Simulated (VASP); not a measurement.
# TePb (Imm2) in VASP: further runs, part 2 of 2

VASP 6.6.1. The steps go on from the part before.

## 6. Single point, r2SCAN

The input, POSCAR:

```
TePb
1.0
    0.0000000000      3.2270000000      3.2270000000
    3.2270000000      0.0000000000      3.2270000000
    3.2270000000      3.2270000000      0.0000000000
Te Pb
1 1
Direct
    0.4808268226      0.5000000000      0.5000000000
    0.0000000000      0.0000000000      0.0000000000
```

The input, INCAR.step1:

```
  PREC = Accurate
  ENCUT = 520
  ISMEAR = 0
  SIGMA = 0.05
  LREAL = False
  LASPH = True
  NELM = 100
  NBANDS = 17
  GGA = PE
  ALGO = Normal
  EDIFF = 1E-4
  LWAVE = True
  LCHARG = False
```

The input, INCAR.step2:

```
  PREC = Accurate
  ENCUT = 520
  EDIFF = 1E-6
  ISMEAR = 0
  SIGMA = 0.05
  LREAL = False
  LASPH = True
  NELM = 100
  ALGO = Normal
  ISIF = 2
  LWAVE = False
  LCHARG = True
  METAGGA = R2SCAN
  LMIXTAU = True
  LELF = True
  LVHAR = True
  NBANDS = 17
  ISTART = 1
```

The input, KPOINTS:

```
regular mesh
0
Gamma
  8 8 8
```

Potentials or basis: VASP PAW PBE potentials, release 64 (Te, Pb_d).

Run with:

```
> cat potpaw_PBE.64/Te/POTCAR potpaw_PBE.64/Pb_d/POTCAR > POTCAR
> cp INCAR.step1 INCAR
> mpirun -np 1 vasp_std > vasp.out
> cp INCAR.step2 INCAR
> mpirun -np 1 vasp_std > vasp.out
```

OUTCAR:

```text
PREC = Accurate
   ENCUT = 520
   EDIFF = 1E-6
   ISMEAR = 0
   LREAL = False
   LASPH = True
   NELM = 100
   ISIF = 2
   METAGGA = R2SCAN
   ISTART = 1

 ion  position               nearest neighbor table
   1  0.481  0.500  0.500-   2 3.17   2 3.17   2 3.23   2 3.23   2 3.29   2 3.29
   2  0.000  0.000  0.000-   1 3.17   1 3.17   1 3.23   1 3.23   1 3.29   1 3.29

  LATTYP: Found a face centered cubic cell.
 ALAT       =     6.4540000000

  Lattice vectors:

 A1 = (   0.0000000000,   3.2270000000,   3.2270000000)
 A2 = (   3.2270000000,   0.0000000000,   3.2270000000)
 A3 = (   3.2270000000,   3.2270000000,   0.0000000000)

Analysis of symmetry for initial positions (statically):
=====================================================================
 Subroutine PRICEL returns:
 Original cell was already a primitive cell.

 Routine SETGRP: Setting up the symmetry group for a
 face centered cubic supercell.

 Subroutine GETGRP returns: Found  4 space group operations
 (whereof  4 operations were pure point group operations)
 out of a pool of 48 trial point group operations.

[... 157 lines left out ...]
  ext. energy  EPLUGINS =         0.00000000
  ---------------------------------------------------
  free energy    TOTEN  =       -82.69035619 eV

  energy without entropy =      -82.69035619  energy(sigma->0) =      -82.69035619

 E-fermi :   5.7819     XC(G=0):  -9.8323

 val. band max:        5.5677264189   @ k =   0.0000   0.5000   0.0000
 cond. band min:       6.5930916554   @ k =   0.0000   0.5000   0.0000
 fundamental gap:      1.0253652364
 Fermi energy:         5.7818955568

 k-point     1 :       0.0000    0.0000    0.0000
  band No.  band energies     occupation
      1     -11.8127      2.00000
      2     -11.8125      2.00000
      3     -11.8000      2.00000
      4     -11.7994      2.00000
      5     -11.7989      2.00000
      6      -6.9973      2.00000
[... 457 lines left out ...]
      4     -11.7839      2.00000
      5     -11.7834      2.00000
      6      -5.5878      2.00000
[... 9 lines left out ...]
     16      14.9683      0.00000
     17      16.3452      0.00000

 [... further k-points ...]
[... 5 lines left out ...]
  --------------------------------------------------------------------------------------
  -------------------------------------------------------------------------------------
  Total        0.7169215      0.7781127      0.7781127      0.0000000      0.0154934      0.0000000
  in kB       17.0905212     18.5492434     18.5492434      0.0000000      0.3693446      0.0000000
  external PRESSURE =      18.0630027 kB  Pullay stress =       0.0000000 kB

 VOLUME and BASIS-vectors are now :
 -----------------------------------------------------------------------------
  energy-cutoff  :      520.00
  volume of cell :       67.21
      direct lattice vectors                 reciprocal lattice vectors
     0.000000000  3.227000000  3.227000000    -0.154942671  0.154942671  0.154942671
     3.227000000  0.000000000  3.227000000     0.154942671 -0.154942671  0.154942671
     3.227000000  3.227000000  0.000000000     0.154942671  0.154942671 -0.154942671

 POSITION                                       TOTAL-FORCE (eV/Angst)
 -----------------------------------------------------------------------------------
      3.22700      3.16513      3.16513        -0.000000      0.035420      0.035420
      0.00000      0.00000      0.00000         0.000000     -0.035420     -0.035420
 -----------------------------------------------------------------------------------
    total drift:                               -0.000000      0.000231      0.000231

  FREE ENERGIE OF THE ION-ELECTRON SYSTEM (eV)
  ---------------------------------------------------
  free  energy   TOTEN  =       -82.6903561947 eV

  energy  without entropy=      -82.6903561947  energy(sigma->0) =      -82.69035619
```

OUTCAR.step1:

```text
PREC = Accurate
   ENCUT = 520
   ISMEAR = 0
   LREAL = False
   LASPH = True
[... 702 lines left out ...]
      3.22700      3.16513      3.16513        -0.000000      0.046335      0.046335
      0.00000      0.00000      0.00000         0.000000     -0.046335     -0.046335
 -----------------------------------------------------------------------------------
    total drift:                               -0.000000      0.000706      0.000706

  FREE ENERGIE OF THE ION-ELECTRON SYSTEM (eV)
  ---------------------------------------------------
  free  energy   TOTEN  =        -7.4950705717 eV

  energy  without entropy=       -7.4950705717  energy(sigma->0) =       -7.49507057
```

It took 4.1 min on 1 thread of AMD EPYC 9R45 (Zen 5), shared host; peak memory 0.26 GiB.

Results:

```yaml
Free_energy: -82.6904 eV
Pressure: 1.8 GPa
Largest_force: 0.050 eV/Å
Band_gap_on_the_k_mesh: 1.03 eV
```

Forces on the atoms (eV/Å):
```
Te   0.000  0.035  0.035
Pb   0.000 -0.035 -0.035
```

Stress tensor (GPa, compression positive):
```
1.71 0.00 0.00
0.00 1.85 0.04
0.00 0.04 1.85
```

Caveat: the cell differs from its parent crystal (all Te atoms moved +0.087 Å, as atom 1 towards its neighbour atom 1 (Te) at 4.564 Å); the PAW data sets were made with another functional, which shifts forces and pressure a little; spin-orbit coupling is left out, which moves the levels of the heavy elements.

## 7. Overview

```csv
cell,gap on the mesh (eV),pressure (GPa),largest force (eV/Å)
"as given, atomic positions A",1.03,1.8,0.06
"as given, atomic positions B",1.02,1.8,0.04
"as given, atomic positions C",1.02,1.7,0.03
"as given, atomic positions D",1.01,1.7,0.01
"as given, atomic positions E",1.03,1.8,0.05
```

Alike in all rows: task single point; level r2SCAN; potentials or basis VASP PAW PBE potentials, release 64 (Te, Pb_d); no spin polarisation; k mesh 8 × 8 × 8; cutoff (eV) 520; smearing gaussian 0.05 eV.

Caveats: the PAW data sets were made with another functional, which shifts forces and pressure a little; spin-orbit coupling is left out, which moves the levels of the heavy elements.

Total energies depend on the potentials used, so only differences within one code and one set of settings carry meaning.
